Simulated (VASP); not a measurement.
# C (P2_1/m) in VASP: notebook

Runs on C. Level: PBE+D3(BJ). Tasks: single point.

Program: VASP 6.6.1. These are calculated values, not measurements. Logs are shortened: lines on timing, memory, paths and dates and some standing lists are left out, and cuts for length are marked.

### Step 1. The cell of the first run

The structure is monoclinic, space group P2_1/m (No. 11). Conventional cell: a = 3.650 Å, b = 2.465 Å, c = 9.668 Å, α = 90.00°, β = 97.80°, γ = 90.00°. C (site symmetry m) has 3 C at 1.42 Å within 1.9 Å. Within 1.9 Å of C (site symmetry m) lie 2 C at 1.42 Å. C (site symmetry m) has 3 C at 1.42 Å within 1.9 Å. Within 1.9 Å of C (site symmetry m) lie 3 C at 1.42 Å. C (site symmetry m) has 3 C at 1.42 Å within 1.9 Å.

### Step 2. Single point, PBE+D3(BJ) (the part above a cut slid along it)

INCAR reads:

```
  ALGO = Normal
  EDIFF = 1E-6
  ENCUT = 520
  GGA = PE
  ISIF = 2
  ISMEAR = 0
  IVDW = 12
  LASPH = True
  LCHARG = False
  LREAL = False
  LWAVE = False
  NBANDS = 31
  NELM = 100
  PREC = Accurate
  SIGMA = 0.05
```

KPOINTS reads:

```
k-points
0
Gamma
  7 11 3
```

POSCAR reads:

```
C
1.0
    0.0000000000      1.4231463890     -3.3609366400
   -2.4649618524      0.0000000000      0.0000000000
    0.0000000000      9.7318127032      1.5829879328
C
10
Direct
    0.1190496897      1.4000000000      0.8892569905
    0.7324186636      0.4000000000      0.0683774659
    0.8290764201      0.9000000000      0.2735973470
   -0.0742658234      0.4000000000      0.4788172282
    0.0223919331      0.9000000000      0.6840371093
    0.7642390930      0.9000000000      0.1368424153
   -0.1391031505      0.4000000000      0.3420622965
   -0.0424453940      0.9000000000      0.5472821776
    0.0542123625      0.4000000000      0.7525020588
    0.1508701191      0.9000000000      0.9577219399
```

Potentials or basis: VASP PAW PBE potentials, release 64 (C).

Launch:

```bash
$ cat potpaw_PBE.64/C/POTCAR > POTCAR
$ mpirun -np 1 vasp_std > vasp.out
```

OUTCAR:

```text
EDIFF = 1E-6
   ENCUT = 520
   GGA = PE
   ISIF = 2
   ISMEAR = 0
   IVDW = 12
   LASPH = True
   LREAL = False
   NELM = 100
   PREC = Accurate
 IVDW          = 12

 ion  position               nearest neighbor table
   1  0.119  0.400  0.889-  10 1.42  10 1.42   9 1.42   2 1.98
   2  0.732  0.400  0.068-   6 1.42   6 1.42   1 1.98  10 2.06  10 2.06
   3  0.829  0.900  0.274-   7 1.42   7 1.42   6 1.42
   4  0.926  0.400  0.479-   8 1.42   8 1.42   7 1.42
   5  0.022  0.900  0.684-   9 1.42   9 1.42   8 1.42
   6  0.764  0.900  0.137-   2 1.42   2 1.42   3 1.42  10 1.98
   7  0.861  0.400  0.342-   3 1.42   3 1.42   4 1.42
   8  0.958  0.900  0.547-   4 1.42   4 1.42   5 1.42
   9  0.054  0.400  0.753-   5 1.42   5 1.42   1 1.42
  10  0.151  0.900  0.958-   1 1.42   1 1.42   6 1.98   2 2.06   2 2.06

  LATTYP: Found a simple monoclinic cell.
 ALAT       =     3.6498274949
 B/A-ratio  =     0.6753639332
 C/A-ratio  =     2.6489787780
 COS(beta)  =    -0.1357915350

  Lattice vectors:

 A1 = (   0.0000000000,   1.4231463890,  -3.3609366400)
 A2 = (  -2.4649618524,   0.0000000000,   0.0000000000)
 A3 = (   0.0000000000,   8.3086663142,   4.9439245728)

Analysis of symmetry for initial positions (statically):
=====================================================================
 Subroutine PRICEL returns:
 Original cell was already a primitive cell.

 Routine SETGRP: Setting up the symmetry group for a
 simple monoclinic supercell.

 Subroutine GETGRP returns: Found  4 space group operations
 (whereof  1 operations were pure point group operations)
 out of a pool of  4 trial point group operations.

The static configuration has the point symmetry C_1 .
 The point group associated with its full space group is C_2h.

Analysis of symmetry for dynamics (positions and initial velocities):
=====================================================================
 Subroutine PRICEL returns:
 Original cell was already a primitive cell.

 Routine SETGRP: Setting up the symmetry group for a
 simple monoclinic supercell.

 Subroutine GETGRP returns: Found  4 space group operations
 (whereof  1 operations were pure point group operations)
 out of a pool of  4 trial point group operations.

The dynamic configuration has the point symmetry C_1 .
 The point group associated with its full space group is C_2h.

 Subroutine INISYM returns: Found  4 space group operations
 (whereof  1 operations are pure point group operations),
 and found     1 'primitive' translations

----------------------------------------------------------------------------------------

                                     Primitive cell

  volume of cell :      86.1771

  direct lattice vectors                    reciprocal lattice vectors
     0.000000000  1.423146389 -3.360936640     0.000000000  0.045278901 -0.278363324
    -2.464961852  0.000000000  0.000000000    -0.405685791  0.000000000  0.000000000
     0.000000000  9.731812703  1.582987933     0.000000000  0.096134351  0.040706883

  length of vectors
     3.649827495  2.464961852  9.859717505     0.282021842  0.405685791  0.104397623

  position of ions in fractional coordinates (direct lattice)
     0.119049690  0.400000000  0.889256991
     0.732418664  0.400000000  0.068377466
     0.829076420  0.900000000  0.273597347
     0.925734177  0.400000000  0.478817228
     0.022391933  0.900000000  0.684037109
     0.764239093  0.900000000  0.136842415
     0.860896850  0.400000000  0.342062297
     0.957554606  0.900000000  0.547282178
     0.054212363  0.400000000  0.752502059
     0.150870119  0.900000000  0.957721940

  ion indices of the primitive-cell ions
   primitive index   ion index
                 1           1
                 2           2
                 3           3
                 4           4
                 5           5
                 6           6
                 7           7
                 8           8
                 9           9
                10          10

----------------------------------------------------------------------------------------

 KPOINTS: k-points

Automatic generation of k-mesh.
 Grid dimensions read from file:
 generate k-points for:    7   11    3

 Generating k-lattice:

  Cartesian coordinates                     Fractional coordinates (reciprocal lattice)
     0.000000000  0.006468414 -0.039766189     0.142857143  0.000000000 -0.000000000
    -0.036880526  0.000000000  0.000000000     0.000000000  0.090909091  0.000000000
     0.000000000  0.032044784  0.013568961     0.000000000  0.000000000  0.333333333

  Length of vectors
     0.040288835  0.036880526  0.034799208

  Shift w.r.t. Gamma in fractional coordinates (k-lattice)
     0.000000000  0.000000000  0.000000000

 Subroutine IBZKPT returns following result:
 ===========================================

 Found     66 irreducible k-points:

 Following reciprocal coordinates:
            Coordinates               Weight
  0.000000  0.000000  0.000000      1.000000
  0.142857  0.000000  0.000000      2.000000
  0.285714  0.000000  0.000000      2.000000
  0.428571  0.000000 -0.000000      2.000000
  0.000000  0.090909  0.000000      2.000000
  0.142857  0.090909  0.000000      4.000000
[... 16 lines left out ...]
  0.285714  0.454545  0.000000      4.000000
  0.428571  0.454545 -0.000000      4.000000
 [... further k-points ...]
   k-points           NKPTS =     66   k-points in BZ     NKDIM =     66   number of bands    NBANDS=     31
   number of dos      NEDOS =    301   number of ions     NIONS =     10
   total plane-waves  NPLWV =  40320
   dimension x,y,z NGX =    28 NGY =   18 NGZ =   80
   dimension x,y,z NGXF=    56 NGYF=   36 NGZF=  160
   ions per type =              10
   NGX,Y,Z   is equivalent  to a cutoff of  12.75, 12.14, 13.49 a.u.
   NGXF,Y,Z  is equivalent  to a cutoff of  25.51, 24.28, 26.98 a.u.
 SYSTEM =  unknown system
   PREC   = accura    normal or accurate (medium, high low for compatibility)
   ISTART =      0    job   : 0-new  1-cont  2-samecut
   ICHARG =      2    charge: 1-file 2-atom 10-const
   ISPIN  =      1    spin polarized calculation?
   LNONCOLLINEAR =      F non collinear calculations
   LSORBIT =      F    spin-orbit coupling
   LASPH  =      T    aspherical Exc in radial PAW
[... 16 lines left out ...]
   EFERMI =   0.00;   METHOD = LEGACY
   ISMEAR =     0;   SIGMA  =   0.05  broadening in eV -4-tet -1-fermi 0-gaus
   EFERMI_NEDOS =   21; number of points for ismear=-14 and -15
   IALGO  =     38    algorithm
   IMIX   =      4    mixing-type and parameters
     AMIX     =   0.40;   BMIX     =  1.00
     AMIX_MAG =   1.60;   BMIX_MAG =  1.00
  volume/ion in A,a.u.               =       8.62        58.16
  Fermi-wavevector in a.u.,A,eV,Ry     =   1.267547  2.395317 21.860157  1.606676
  Thomas-Fermi vector in A             =   2.400689
   LORBIT       =      0    0 simple, 1 ext, 2 COOP (PROOUT), +10 PAW based schemes
   GGA     = PE    functional components
   LHFCALC =     F    Hartree Fock is set to
   AEXX    =    0.0000 exact exchange contribution
   IVDW    =    12    specifies the selected vdW correction
   LEPSILON=     F    determine dielectric tensor
   LRPA    =     F    only Hartree local field effects (RPA)
 non-spin polarized calculation
 Gauss-broadening in eV      SIGMA  =   0.05
  energy-cutoff  :      520.00
  volume of cell :       86.18
 maximum number of plane-waves:      2345
   NGX = 13   NGY =  9   NGZ = 37

 number of electron      39.9999994 magnetization

 Free energy of the ion-electron system (eV)
  ---------------------------------------------------
  ext. energy  EPLUGINS =         0.00000000
  ---------------------------------------------------
  free energy    TOTEN  =       -85.54806931 eV

  energy without entropy =      -85.54544702  energy(sigma->0) =      -85.54675817

 E-fermi :   4.9809     XC(G=0): -10.5427

 val. band max:        4.9674008344   @ k =   0.4286   0.4545  -0.0000
 cond. band min:       4.9877458696   @ k =   0.2857   0.0909   0.3333
 fundamental gap:      0.0203450352
 Fermi energy:         4.9809435235

 k-point     1 :       0.0000    0.0000    0.0000
  band No.  band energies     occupation
      1     -15.1941      2.00000
      2     -13.9554      2.00000
      3     -13.8210      2.00000
      4     -10.9714      2.00000
      5     -10.7167      2.00000
      6      -6.5003      2.00000
[... 23 lines left out ...]
     30      13.2949      0.00000
     31      14.0125      0.00000

 k-point     2 :       0.1429    0.0000    0.0000
  band No.  band energies     occupation
      1     -15.1452      2.00000
      2     -13.9288      2.00000
      3     -13.7714      2.00000
      4     -10.9889      2.00000
      5     -10.7016      2.00000
      6      -6.5779      2.00000
[... 23 lines left out ...]
     30      13.3064      0.00000
     31      14.0023      0.00000

 k-point     3 :       0.2857    0.0000    0.0000
  band No.  band energies     occupation
      1     -15.0302      2.00000
      2     -13.8450      2.00000
      3     -13.6803      2.00000
      4     -11.0224      2.00000
      5     -10.6829      2.00000
      6      -6.7630      2.00000
[... 23 lines left out ...]
     30      13.3590      0.00000
     31      13.9641      0.00000

 k-point     4 :       0.4286    0.0000   -0.0000
  band No.  band energies     occupation
      1     -14.9320      2.00000
      2     -13.7487      2.00000
      3     -13.6323      2.00000
      4     -11.0500      2.00000
      5     -10.6766      2.00000
      6      -6.9212      2.00000
[... 23 lines left out ...]
     30      13.9212      0.00000
     31      14.1166      0.00000

 k-point     5 :       0.0000    0.0909    0.0000
  band No.  band energies     occupation
      1     -15.0446      2.00000
      2     -13.8088      2.00000
      3     -13.6757      2.00000
      4     -10.8376      2.00000
      5     -10.5807      2.00000
      6      -6.4028      2.00000
[... 23 lines left out ...]
     30      13.6685      0.00000
     31      13.9100      0.00000
[... 542 lines left out ...]
     30      14.2090      0.00000
     31      14.9753      0.00000

 k-point    22 :       0.1429    0.4545    0.0000
  band No.  band energies     occupation
      1     -11.5122      2.00000
      2     -10.4424      2.00000
      3     -10.3692      2.00000
      4      -9.8392      2.00000
      5      -8.7643      2.00000
      6      -8.6647      2.00000
[... 23 lines left out ...]
     30      14.7256      0.00000
     31      15.0527      0.00000

 k-point    23 :       0.2857    0.4545    0.0000
  band No.  band energies     occupation
      1     -11.4183      2.00000
      2     -10.3797      2.00000
      3     -10.2906      2.00000
      4      -9.7605      2.00000
      5      -8.7056      2.00000
      6      -8.6043      2.00000
[... 23 lines left out ...]
     30      15.0917      0.00000
     31      15.7234      0.00000

 k-point    24 :       0.4286    0.4545   -0.0000
  band No.  band energies     occupation
      1     -11.3389      2.00000
      2     -10.3112      2.00000
      3     -10.2418      2.00000
      4      -9.6955      2.00000
      5      -8.6455      2.00000
      6      -8.5670      2.00000
[... 23 lines left out ...]
     30      15.0125      0.00000
     31      16.3786      0.00000

 [... further k-points ...]

------------------------ aborting loop because EDIFF is reached ----------------------------------------

 Edisp (eV)   -1.49253

 E8    (eV) :    -0.4241

  FORCE on cell =-STRESS in cart. coord.  units (eV):
  Direction    XX          YY          ZZ          XY          YZ          ZX
  --------------------------------------------------------------------------------------
  -------------------------------------------------------------------------------------
  Total       3.68425     3.48664     1.25347     0.00000     0.26493     0.00000
  in kB      68.49647    64.82254    23.30407     0.00000     4.92559     0.00000
  external pressure =       52.21 kB  Pullay stress =        0.00 kB

 VOLUME and BASIS-vectors are now :
 -----------------------------------------------------------------------------
  energy-cutoff  :      520.00
  volume of cell :       86.18
      direct lattice vectors                 reciprocal lattice vectors
     0.000000000  1.423146389 -3.360936640     0.000000000  0.045278901 -0.278363324
    -2.464961852  0.000000000  0.000000000    -0.405685791  0.000000000  0.000000000
     0.000000000  9.731812703  1.582987933     0.000000000  0.096134351  0.040706883

 POSITION                                       TOTAL-FORCE (eV/Angst)
 -----------------------------------------------------------------------------------
     -0.98598      8.82351      1.00756         0.000000      0.750025      1.396794
     -0.98598      1.70778     -2.35337         0.000000      0.038918      2.654351
     -2.21847      3.84250     -2.35337         0.000000      1.403414      0.273807
     -0.98598      5.97721     -2.35337         0.000000      0.349571      0.011041
     -2.21847      6.68879      1.00756         0.000000      0.602054     -0.005129
     -2.21847      2.41935     -2.35194         0.000000     -0.750025     -1.396794
     -0.98598      4.55407     -2.35194         0.000000     -0.602054      0.005129
     -2.21847      6.68879     -2.35194         0.000000     -0.349571     -0.011041
     -0.98598      7.40036      1.00900         0.000000     -1.403414     -0.273807
     -2.21847      9.53508      1.00900         0.000000     -0.038918     -2.654351
 -----------------------------------------------------------------------------------
    total drift:                               -0.000071     -0.000005      0.000002

  FREE ENERGIE OF THE ION-ELECTRON SYSTEM (eV)
  ---------------------------------------------------
  free  energy   TOTEN  =       -87.0406006280 eV

  energy  without entropy=      -87.0379783329  energy(sigma->0) =      -87.03928948
```

It took 3.8 min on 1 thread of AMD EPYC 7R43 (Zen 3), shared host; peak memory 0.21 GiB.

What came out:

```yaml
Free_energy: -87.0406 eV
Pressure: 5.2 GPa
Largest_force: 2.655 eV/Å
Band_gap_on_the_k_mesh: zero (bands 20 and 21 overlap by 1.45 eV)
Dispersion_energy_per_atom: -0.149 eV
```

Forces in eV/Å, atoms in the order of the input:
```
C    0.000  0.750  1.397
C    0.000  0.039  2.654
C    0.000  1.403  0.274
C    0.000  0.350  0.011
C    0.000  0.602 -0.005
C    0.000 -0.750 -1.397
C    0.000 -0.602  0.005
C    0.000 -0.350 -0.011
C    0.000 -1.403 -0.274
C    0.000 -0.039 -2.654
```

Stress tensor (GPa, compression positive):
```
6.85 0.00 0.00
0.00 6.48 0.49
0.00 0.49 2.33
```

Caveat: the cell differs from its parent crystal (the part above a cut slid along it); the cell stands under pressure; forces of over 1 eV/Å act on the atoms, so gaps and moduli don't describe the material at rest.

### Step 3. Single point, PBE+D3(BJ)

This run uses another cell than the first one, of 8.84 Å³/atom.

INCAR reads:

```
PREC = Accurate
ENCUT = 520
EDIFF = 1E-6
ISMEAR = 0
SIGMA = 0.05
LREAL = False
LASPH = True
NELM = 60
ALGO = Normal
ISIF = 2
LWAVE = False
LCHARG = False
GGA = PE
IVDW = 12
NBANDS = 31
```

KPOINTS reads:

```
Automatic mesh
0
Gamma
  7 11 3
```

POSCAR reads:

```
C
1.0
    0.0000000000      1.4231463890     -3.3609366400
   -2.4649618524      0.0000000000      0.0000000000
    0.0000000000      9.9620247231      1.6804683200
C
10
Direct
    0.1335322698      1.4000000000      0.8666382472
    0.7335322698      0.4000000000      0.0666382472
    0.8335322698      0.9000000000      0.2666382472
   -0.0664677302      0.4000000000      0.4666382472
    0.0335322698      0.9000000000      0.6666382472
    0.7664677302      0.9000000000      0.1333617528
   -0.1335322698      0.4000000000      0.3333617528
   -0.0335322698      0.9000000000      0.5333617528
    0.0664677302      0.4000000000      0.7333617528
    0.1664677302      0.9000000000      0.9333617528
```

Potentials or basis: VASP PAW PBE potentials, release 64 (C).

Launch:

```bash
$ cat potpaw_PBE.64/C/POTCAR > POTCAR
$ mpirun -np 1 vasp_std > vasp.out
```

It took 4 min on 1 thread of AMD EPYC 7R43 (Zen 3), shared host; peak memory 0.21 GiB.

Results (log left out):

- Free energy: -87.2383 eV
- Pressure: 1.9 GPa
- Largest force: 1.617 eV/Å
- Band gap on the k mesh: zero (bands 20 and 21 overlap by 0.87 eV)
- Dispersion energy per atom: -0.157 eV

Forces in eV/Å, atoms in the order of the input:
```
C    0.000  1.080  0.514
C    0.000  0.792  1.410
C    0.000  0.939  0.265
C    0.000  0.202  0.003
C    0.000  0.338  0.043
C    0.000 -1.080 -0.514
C    0.000 -0.338 -0.043
C    0.000 -0.202 -0.003
C    0.000 -0.939 -0.265
C    0.000 -0.792 -1.410
```

Stress tensor (GPa, compression positive):
```
1.70 0.00 0.00
0.00 3.33 2.48
0.00 2.48 0.60
```

Levels at points of the mesh, in eV from the Fermi level:
```
           k point  band 16  band 17  band 18  band 19  band 20  band 21  band 22  band 23  band 24  band 25
(0.00, 0.00, 0.00)    -4.35    -3.76    -3.36    -2.62    -0.99     1.02     1.85     4.80     4.89     6.29
```

Caveat: forces of over 1 eV/Å act on the atoms, so gaps and moduli don't describe the material at rest.

### Step 4. Single point, PBE+D3(BJ) (the part above a cut slid along it)

INCAR reads:

```
SYSTEM = C
  ALGO = Normal
  EDIFF = 1E-6
  ENCUT = 520
  GGA = PE
  ISIF = 2
  ISMEAR = 0
  IVDW = 12
  LASPH = .True.
  LCHARG = .False.
  LREAL = .False.
  LWAVE = .False.
  NBANDS = 31
  NELM = 60
  PREC = Accurate
  SIGMA = 0.05
```

KPOINTS reads:

```
k-points
0
Gamma
  7 11 3
  0 0 0
```

POSCAR reads:

```
C
1.0
    0.0000000000      1.4231463890     -3.3609366400
   -2.4649618524      0.0000000000      0.0000000000
    0.0000000000     10.3303639550      1.8364369394
C
10
Direct
    0.1552318950      1.4000000000      0.8327479979
    0.7352008149      0.4000000000      0.0640323308
    0.8402085849      0.9000000000      0.2562112476
   -0.0547836451      0.4000000000      0.4483901644
    0.0502241250      0.9000000000      0.6405690811
    0.7698069551      0.9000000000      0.1281465860
   -0.1251852748      0.4000000000      0.3203255027
   -0.0201775048      0.9000000000      0.5125044195
    0.0848302652      0.4000000000      0.7046833363
    0.1898380352      0.9000000000      0.8968622531
```

Launch:

```bash
$ cat potpaw_PBE.64/C/POTCAR > POTCAR
$ mpirun -np 1 vasp_std > vasp.out
```

Wall time 3.9 min (1 thread of AMD EPYC 7R43 (Zen 3), shared host); peak memory 0.23 GiB.

It converged, with:

- Free energy: -87.5594 eV
- Pressure: -0.4 GPa
- Largest force: 1.426 eV/Å
- Band gap on the k mesh: zero (bands 20 and 21 overlap by 0.17 eV)
- Dispersion energy per atom: -0.156 eV

Forces in eV/Å, atoms in the order of the input:
```
C    0.000  1.425 -0.054
C    0.000  1.069  0.195
C    0.000  0.655  0.280
C    0.000  0.047 -0.023
C    0.000  0.093  0.034
C    0.000 -1.425  0.054
C    0.000 -0.093 -0.034
C    0.000 -0.047  0.023
C    0.000 -0.655 -0.280
C    0.000 -1.069 -0.195
```

Stress tensor (GPa, compression positive):
```
-2.09  0.00  0.00
 0.00  1.34  3.20
 0.00  3.20 -0.53
```

Levels at points of the mesh, in eV from the Fermi level:
```
           k point  band 17  band 18  band 19  band 20  band 21  band 22  band 23  band 24
(0.00, 0.00, 0.00)    -3.60    -3.14    -2.56    -0.95     1.24     2.06     4.87     4.95
```

Caveat: the cell differs from its parent crystal (the part above a cut slid along it); forces of over 1 eV/Å act on the atoms, so gaps and moduli don't describe the material at rest.

### Step 5. Summary

```csv
cell,gap on the mesh (eV),pressure (GPa),largest force (eV/Å)
"a = 3.650, b = 2.465, c = 9.860 Å, angles 90.0, 76.3, 90.0°, 10 atoms",none,5.2,2.65
"a = 3.650, b = 2.465, c = 10.103 Å, angles 90.0, 76.6, 90.0°, 10 atoms",none,1.9,1.62
"a = 3.650, b = 2.465, c = 10.492 Å, angles 90.0, 77.1, 90.0°, 10 atoms",none,-0.4,1.43
```

Alike in all rows: task single point; level PBE+D3(BJ); potentials or basis VASP PAW PBE potentials, release 64 (C); no spin polarisation; k mesh 7 × 11 × 3; cutoff (eV) 520; smearing gaussian 0.05 eV.

Caveats: forces of over 1 eV/Å act on the atoms, so gaps and moduli don't describe the material at rest; the cell stands under pressure (at least some runs).

Absolute energies hang on the potentials; compare differences alone.

The gap in the log of VASP goes by the Fermi energy; the results here count the filled bands.